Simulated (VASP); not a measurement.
# Al47CuN48 (a cell with a defect) in VASP: further runs

Runs on Al47CuN48 (a cell with a defect). Level: PBE. Tasks: single point.

All numbers are computed with VASP 6.6.1; they aren't measurements. Logs are shortened: lines on timing, memory, paths and dates and some standing lists are left out, and cuts for length are marked.

## Step 1: The cell of the first run

The cell holds a defect, 96 atoms: a = 10.842 Å, b = 10.842 Å, c = 10.035 Å, α = 90.00°, β = 90.00°, γ = 120.00°.

## Step 2: Single point, PBE

Contents of INCAR:

```
PREC = Accurate
ENCUT = 520
EDIFF = 1E-6
ISMEAR = -1
SIGMA = 0.01
LREAL = Auto
LASPH = T
NELM = 120
ALGO = Normal
ISIF = 2
LWAVE = F
LCHARG = F
GGA = PE
NELECT = 394.0
NBANDS = 250
GGA_COMPAT = F
ISYM = -1
```

Contents of KPOINTS:

```
explicit points
1
Reciprocal
  0.25000000   0.25000000   0.25000000 1
```

Contents of POSCAR:

```
Al47CuN48
1.0
    9.3892708192      5.4208981505      0.0000000000
   -9.3892709192      5.4208979772      0.0000000000
    0.0000000000      0.0000000000     10.0348065929
Al N Cu
47 48 1
Direct
   -0.0001602513      0.1663557389      0.2499128435
    0.1664859610      0.0007605317      0.2509070746
    0.3333404535      0.3343145137      0.2505031614
    0.0027098782      0.3352765320      0.4984867753
    0.1687625116      0.1692537312      0.4984915989
    0.3332794331      0.0004695894      0.4988146641
    0.0007064512      0.1672282528      0.7484350820
    0.1667394777     -0.0000197024      0.7490029441
    0.3333542630      0.3340569073      0.7488351564
   -0.0004072802      0.3330960631      0.9994895140
    0.1665833826      0.1660928721      0.9994939313
    0.3333230011     -0.0002490525      0.9997159298
    0.0010826742      0.6667057912      0.2509109607
    0.1677992603      0.4998581163      0.2504981270
    0.3333259680      0.8333434101      0.2499147249
   -0.0000303058      0.8331698252      0.4998665669
    0.1672042622      0.6643527386      0.4984859776
    0.0000273588      0.6664452436      0.7490050074
    0.1675340060      0.4998770372      0.7488123255
    0.3333367005      0.8324796786      0.7484385085
   -0.0000115264      0.8331791044      0.9999171857
    0.1663276465      0.6665895496      0.9994989451
    0.3333382366      0.4998458857      0.9929007492
    0.5001944853      0.1676039785      0.2509050884
    0.6655755915     -0.0010622220      0.2508935482
    0.8342457486      0.3330015575      0.2509131623
    0.4978371768      0.3337363048      0.4984811091
    0.6666295047      0.1664687869      0.4998651607
    0.8326012158     -0.0008849305      0.4987651530
    0.4999232838      0.1665494814      0.7490011180
    0.6666283480     -0.0002689226      0.7489970726
    0.8334560108      0.3332658983      0.7490073775
    0.5000895532      0.3328393600      0.9995134898
    0.6666617937      0.1664950404      0.9999171640
    0.8333989509     -0.0000891650      0.9997281494
    0.4988383149      0.6653561391      0.2505558747
    0.6668262772      0.4998405857      0.2499191087
    0.8324206573      0.8320814265      0.2508938382
    0.4993530185      0.8304119791      0.4984871512
    0.6638961060      0.6658749650      0.4984829891
    0.8339520749      0.4997964101      0.4988433437
    0.4991549434      0.6656782189      0.7488371104
    0.6659404976      0.4998572675      0.7484212786
    0.8332141404      0.8331589248      0.7489993931
    0.5003290577      0.8335816009      0.9995192899
    0.6670709346      0.6668329040      0.9995268827
    0.8332301589      0.4998357089      0.9997108230
   -0.0011410806      0.1653851482      0.4401476324
    0.1652981695     -0.0021670119      0.4409807526
    0.3333174269      0.3185722907      0.4333212182
   -0.0012428854      0.3313756581      0.1886233909
    0.1648665545      0.1652519383      0.1886235949
    0.3333013411      0.0007473711      0.1903363691
   -0.0002857857      0.1662208556      0.9393636787
    0.1665586029     -0.0009830669      0.9398923501
    0.3333722136      0.3298150823      0.9414200341
   -0.0010244820      0.3327287835      0.6904503120
    0.1662201681      0.1654950769      0.6904510519
    0.3332878884     -0.0002294086      0.6901908226
   -0.0007119224      0.6678976622      0.4410030797
    0.1520243786      0.4998411592      0.4333187553
    0.3332938115      0.8342531998      0.4401559477
   -0.0000358564      0.8331504186      0.1902226688
    0.1671992585      0.6682758974      0.1886202032
    0.3333115880      0.4998121720      0.1847889349
   -0.0006991335      0.6666753624      0.9399025150
    0.1632951951      0.4998810468      0.9414083352
    0.3333709287      0.8335062446      0.9393714873
   -0.0000333457      0.8331623859      0.6909686952
    0.1660575238      0.6669458171      0.6904332048
    0.3333405082      0.4998600430      0.7144789392
    0.5013616039      0.1658195247      0.4409846470
    0.6672987220      0.0018651587      0.4409624709
    0.8312973553      0.3318014294      0.4409966530
    0.5017766804      0.3337095624      0.1886298207
    0.6666445713      0.1664763141      0.1902236989
    0.8323869584     -0.0011077069      0.1903403132
    0.5001592899      0.1658132638      0.9398918990
    0.6674077585      0.0007054962      0.9398867742
    0.8325063930      0.3330693366      0.9399073991
    0.5004195651      0.3325717139      0.6904381170
    0.6666376023      0.1664879402      0.6909683980
    0.8333384128     -0.0001386317      0.6901496328
    0.5145190472      0.6810499749      0.4333846917
    0.6677276243      0.4998189215      0.4401516810
    0.8353299190      0.8337982201      0.4409606741
    0.4994200891      0.8343642856      0.1886455157
    0.6678506591      0.6659151309      0.1886507344
    0.8342420164      0.4998080188      0.1903423316
    0.5034149950      0.6699239037      0.9414199457
    0.6669869025      0.4998787140      0.9393657448
    0.8341902638      0.8339188534      0.9398898386
    0.5005659054      0.8341904131      0.6904444642
    0.6676678251      0.6670784417      0.6904524088
    0.8332429848      0.4998108108      0.6902062748
    0.3331528328      0.4996976102      0.5089892653
```

Potentials or basis: VASP PAW PBE potentials, release 64 (Al, N, Cu).

On the command line:

```console
$ cat potpaw_PBE.64/Al/POTCAR potpaw_PBE.64/N/POTCAR potpaw_PBE.64/Cu/POTCAR > POTCAR
$ mpirun -np 1 vasp_std > vasp.out
```

OUTCAR:

```text
PREC = Accurate
   ENCUT = 520
   EDIFF = 1E-6
   ISMEAR = -1
   LREAL = Auto
   LASPH = T
   NELM = 120
   ISIF = 2
   GGA = PE
   NELECT = 394.0
   ISYM = -1

 ion  position               nearest neighbor table
   1  1.000  0.166  0.250-  51 1.90  52 1.90  48 1.91  77 1.91   5 3.09   4 3.09  29 3.09  35 3.09
                            10 3.10  11 3.10  26 3.12   2 3.12   3 3.13  14 3.13  25 3.14  38 3.14
   2  0.166  0.001  0.251-  52 1.90  49 1.91  53 1.91  63 1.91   6 3.08   5 3.08  16 3.09  11 3.09
                            21 3.10  12 3.11   1 3.12   3 3.13  24 3.13  13 3.14  38 3.14  15 3.14
   3  0.333  0.334  0.251-  50 1.84  65 1.91  75 1.93  52 1.93  27 3.06   5 3.06  33 3.11  11 3.11
                            36 3.11  14 3.11  37 3.13   1 3.13   2 3.13  24 3.13  23 3.15
   4  0.003  0.335  0.498-  61 1.83  48 1.91  57 1.93  74 1.93  14 3.06  26 3.08  19 3.08   1 3.09
                            17 3.09   7 3.09  32 3.11   5 3.12  41 3.13  28 3.16  29 3.16
   5  0.169  0.169  0.498-  50 1.83  48 1.91  58 1.93  49 1.93   3 3.06   2 3.08   9 3.08   1 3.09
                            27 3.09   7 3.09   8 3.11   4 3.12   6 3.13  16 3.16  29 3.16
   6  0.333  0.000  0.499-  62 1.90  49 1.90  72 1.90  59 1.92   2 3.08  24 3.08  15 3.09   8 3.09
                            30 3.09  20 3.10  27 3.13   5 3.13  16 3.13  28 3.13  17 3.16  39 3.16
   7  0.001  0.167  0.748-  57 1.90  58 1.90  83 1.91  54 1.92   5 3.09   4 3.09  29 3.10  10 3.10
                            11 3.10  35 3.11   9 3.12  19 3.12   8 3.13  32 3.13  44 3.14  31 3.14
   8  0.167  1.000  0.749-  58 1.89  69 1.90  59 1.90  55 1.92  16 3.09   6 3.09  11 3.09  12 3.10
                            21 3.10   5 3.11  30 3.13   7 3.13  44 3.13  18 3.13   9 3.14  20 3.14
   9  0.333  0.334  0.749-  71 1.83  81 1.91  58 1.91  56 1.93  96 3.00  23 3.04  27 3.08   5 3.08
[... 123 lines left out ...]
  94  0.668  0.667  0.690-  44 1.89  43 1.90  42 1.91  40 1.93
  95  0.833  0.500  0.690-  32 1.90  18 1.90  43 1.91  41 1.92
  96  0.333  0.500  0.509-  71 2.06  61 2.11  50 2.11  84 2.11  19 3.00   9 3.00  42 3.01

IMPORTANT INFORMATION: All symmetrisations will be switched off!
NOSYMM: (Re-)initialisation of all symmetry stuff for point group C_1.

----------------------------------------------------------------------------------------

                                     Primitive cell

  volume of cell :    1021.5088

  direct lattice vectors                    reciprocal lattice vectors
     9.389270819  5.420898151  0.000000000     0.053252270  0.092235640  0.000000000
    -9.389270919  5.420897977  0.000000000    -0.053252272  0.092235639  0.000000000
     0.000000000  0.000000000 10.034806593     0.000000000  0.000000000  0.099653141

  length of vectors
    10.841796128 10.841796128 10.034806593     0.106504543  0.106504543  0.099653141

  position of ions in fractional coordinates (direct lattice)
     0.999839749  0.166355739  0.249912843
     0.166485961  0.000760532  0.250907075
     0.333340453  0.334314514  0.250503161
     0.002709878  0.335276532  0.498486775
     0.168762512  0.169253731  0.498491599
[... 236 lines left out ...]
   EFERMI_NEDOS =   21; number of points for ismear=-14 and -15
   IALGO  =     38    algorithm
   IMIX   =      4    mixing-type and parameters
     AMIX     =   0.40;   BMIX     =  1.00
     AMIX_MAG =   1.60;   BMIX_MAG =  1.00
  volume/ion in A,a.u.               =      10.64        71.81
  Fermi-wavevector in a.u.,A,eV,Ry     =   1.191680  2.251948 19.321640  1.420100
  Thomas-Fermi vector in A             =   2.327736
   LORBIT       =      0    0 simple, 1 ext, 2 COOP (PROOUT), +10 PAW based schemes
   GGA     = PE    functional components
   LHFCALC =     F    Hartree Fock is set to
   AEXX    =    0.0000 exact exchange contribution
   IVDW    =     0    specifies the selected vdW correction
   LEPSILON=     F    determine dielectric tensor
   LRPA    =     F    only Hartree local field effects (RPA)
 non-spin polarized calculation
  energy-cutoff  :      520.00
  volume of cell :     1021.51
 maximum number of plane-waves:     27493
 NGX is ok and might be reduce to    80
   NGX = 41   NGY = 41   NGZ = 37

 number of electron     393.9999930 magnetization

 Free energy of the ion-electron system (eV)
  ---------------------------------------------------
  ext. energy  EPLUGINS =         0.00000000
  ---------------------------------------------------
  free energy    TOTEN  =      -694.17811571 eV

  energy without entropy =     -694.17811571  energy(sigma->0) =     -694.17811571

 E-fermi :   8.4270     XC(G=0): -10.8746

 val. band max:        8.1533152864   @ k =   0.2500   0.2500   0.2500
 cond. band min:      10.9682210237   @ k =   0.2500   0.2500   0.2500
 fundamental gap:      2.8149057372
 Fermi energy:         8.4269553021

 k-point     1 :       0.2500    0.2500    0.2500
  band No.  band energies     occupation
      1      -8.9757      2.00000
      2      -8.7669      2.00000
      3      -8.6465      2.00000
      4      -8.5206      2.00000
      5      -8.3358      2.00000
      6      -8.1897      2.00000
[... 201 lines left out ...]
    208      11.6485      0.00000
    209      11.6838      0.00000
 [bands above 209 left out]

------------------------ aborting loop because EDIFF is reached ----------------------------------------

  FORCE on cell =-STRESS in cart. coord.  units (eV):
  Direction    XX          YY          ZZ          XY          YZ          ZX
  --------------------------------------------------------------------------------------
  -------------------------------------------------------------------------------------
  Total       23.8042132     22.9050515     26.3128193     -0.0144597     -0.0684518      0.0090441
  in kB       37.3355284     35.9252454     41.2701317     -0.0226791     -0.1073627      0.0141851
  external PRESSURE =      38.1769685 kB  Pullay stress =       0.0000000 kB

 VOLUME and BASIS-vectors are now :
 -----------------------------------------------------------------------------
  energy-cutoff  :      520.00
  volume of cell :     1021.51
      direct lattice vectors                 reciprocal lattice vectors
     9.389270819  5.420898151  0.000000000     0.053252270  0.092235640  0.000000000
    -9.389270919  5.420897977  0.000000000    -0.053252272  0.092235639  0.000000000
     0.000000000  0.000000000 10.034806593     0.000000000  0.000000000  0.099653141

 POSITION                                       TOTAL-FORCE (eV/Angst)
 -----------------------------------------------------------------------------------
      7.82581      6.32183      2.50783         0.001074      0.003547     -0.000688
      1.55604      0.90663      2.51780         0.000950      0.001545      0.001145
     -0.00915      3.61929      2.51375         0.002507      0.000593      0.003438
     -3.12256      1.83219      5.00222        -0.001471     -0.001494     -0.002447
     -0.00461      1.83235      5.00227         0.002724     -0.002361     -0.003833
      3.12484      1.80922      5.00551        -0.001608     -0.000159      0.003872
[... 88 lines left out ...]
      3.13068      7.22635      6.92609        -0.000852      0.000315     -0.000677
     -1.56373      4.51480      5.10761         0.000271      0.000657     -0.015001
 -----------------------------------------------------------------------------------
    total drift:                                0.012089     -0.009436      0.056520

  FREE ENERGIE OF THE ION-ELECTRON SYSTEM (eV)
  ---------------------------------------------------
  free  energy   TOTEN  =      -694.1781157103 eV

  energy  without entropy=     -694.1781157103  energy(sigma->0) =     -694.17811571
```

Run time: 17 min. Hardware: 1 thread of Intel Xeon Platinum 8259CL at 2.50GHz (Skylake/Cascade Lake), shared host; peak memory 1.1 GiB.

What came out:

| Property | Result |
| --- | --- |
| Free energy | -694.1781 eV |
| Largest force | 0.023 eV/Å |

Forces in eV/Å, atoms in the order of the input:
```
Al   0.001  0.004 -0.001
Al   0.001  0.002  0.001
Al   0.003  0.001  0.003
Al  -0.001 -0.001 -0.002
Al   0.003 -0.002 -0.004
Al  -0.002  0.000  0.004
Al   0.002  0.000 -0.004
Al   0.001  0.001  0.002
Al   0.000  0.003  0.009
Al   0.000 -0.002  0.003
Al   0.001  0.000  0.001
Al  -0.001  0.001  0.003
Al   0.002  0.002  0.001
Al   0.001  0.002  0.004
Al   0.002  0.001  0.002
Al   0.001 -0.003  0.002
Al  -0.001 -0.002 -0.003
Al   0.003  0.002  0.004
Al   0.002  0.004  0.007
Al   0.001  0.002 -0.001
Al   0.001 -0.001  0.002
Al  -0.001 -0.001  0.004
Al   0.000 -0.004 -0.005
Al   0.001  0.000  0.000
Al   0.000  0.000  0.002
Al   0.002  0.003  0.002
Al  -0.002 -0.004 -0.002
Al  -0.003 -0.002  0.003
Al   0.000 -0.005  0.004
Al  -0.001  0.002  0.003
Al   0.003  0.001  0.003
Al   0.001  0.000  0.003
Al  -0.001 -0.003  0.000
Al  -0.001  0.000  0.002
Al   0.000  0.000  0.002
Al   0.001  0.004  0.001
Al   0.001  0.002  0.001
Al  -0.001  0.000  0.002
Al   0.003  0.004 -0.003
Al  -0.005  0.002 -0.003
Al  -0.001 -0.001 -0.001
Al   0.000  0.003  0.006
Al   0.003  0.002  0.002
Al  -0.001  0.001  0.002
Al   0.001 -0.002  0.002
Al  -0.002 -0.002  0.000
Al   0.003  0.001  0.005
N    0.001  0.005 -0.001
N   -0.003  0.002  0.000
N    0.021 -0.004 -0.006
N    0.000 -0.004 -0.001
N   -0.004 -0.003 -0.002
N   -0.001 -0.001 -0.001
N   -0.001  0.001 -0.001
N   -0.001  0.001 -0.002
N    0.002 -0.001  0.000
N   -0.001 -0.002 -0.001
N   -0.003 -0.002 -0.001
N    0.001  0.000  0.000
N   -0.002 -0.001 -0.001
N   -0.020 -0.005 -0.007
N    0.002  0.002  0.002
N   -0.001 -0.001 -0.002
N   -0.003 -0.002 -0.001
N   -0.003 -0.003 -0.001
N    0.000  0.001 -0.004
N    0.000  0.000  0.000
N    0.000 -0.001 -0.002
N    0.000  0.000 -0.002
N    0.001 -0.004 -0.003
N    0.000 -0.005  0.017
N    0.006  0.000  0.002
N   -0.003  0.001  0.002
N    0.000  0.003 -0.001
N   -0.001 -0.003 -0.002
N   -0.001 -0.001 -0.002
N   -0.001 -0.002  0.000
N    0.000  0.001 -0.002
N    0.000 -0.001  0.000
N    0.000  0.001 -0.004
N   -0.002 -0.004 -0.005
N    0.000  0.000 -0.002
N    0.000  0.000  0.001
N    0.002  0.023 -0.004
N    0.001  0.003  0.004
N    0.003  0.006  0.002
N   -0.002 -0.004 -0.001
N   -0.002 -0.002 -0.002
N   -0.002 -0.002 -0.002
N    0.000  0.005  0.000
N    0.000  0.000 -0.002
N    0.000 -0.001  0.000
N   -0.001 -0.005 -0.003
N   -0.001 -0.003 -0.006
N   -0.001  0.000 -0.001
Cu   0.000  0.001 -0.015
```

Caveat: the cell carries a net charge on a neutralising background, which shifts energy and pressure; the cell is charged against a uniform background, so pressure and absolute levels hang on convention.

(Part 1 of 3 ends here.)
